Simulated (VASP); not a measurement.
Ga: single point with LDA

Ga:

```
CELL_PARAMETERS angstrom
-1.37657 1.37657 1.37657
1.37657 -1.37657 1.37657
1.37657 1.37657 -1.37657
ATOMIC_POSITIONS crystal
Ga 0.00000 0.00000 0.00000
```

This cell differs from its parent crystal: volume scaled by 0.6.

```yaml
Program: VASP 6.6.1
Task: single point
Functional: LDA
Potentials_or_basis: VASP PAW LDA potentials, release 64 (Ga_d)
Cutoff: 520 eV
k_mesh: 16 × 16 × 16
Occupations: fermi-dirac, width 0.05 eV
Spin: no spin polarisation
```

| Quantity | Value |
| --- | --- |
| Pressure | 112.7 GPa |

Levels at points of the mesh, in eV from the Fermi level:
| k point | band 4 | band 5 | band 6 | band 7 | band 8 | band 9 |
| --- | --- | --- | --- | --- | --- | --- |
| (0.00, 0.00, 0.00) | -16.67 | -15.98 | -15.98 | 21.51 | 21.51 | 21.51 |
| (0.50, 0.00, 0.00) | -15.95 | -15.53 | -7.53 | -4.91 | 10.87 | 12.24 |
| (0.50, 0.50, 0.50) | -15.64 | -15.64 | 1.43 | 1.43 | 1.43 | 6.57 |

Run time: 5.8 s on 1 thread of Intel(R) Xeon(R) 6975P-C (Granite Rapids), with other jobs on the host, peak memory 0.12 GiB.
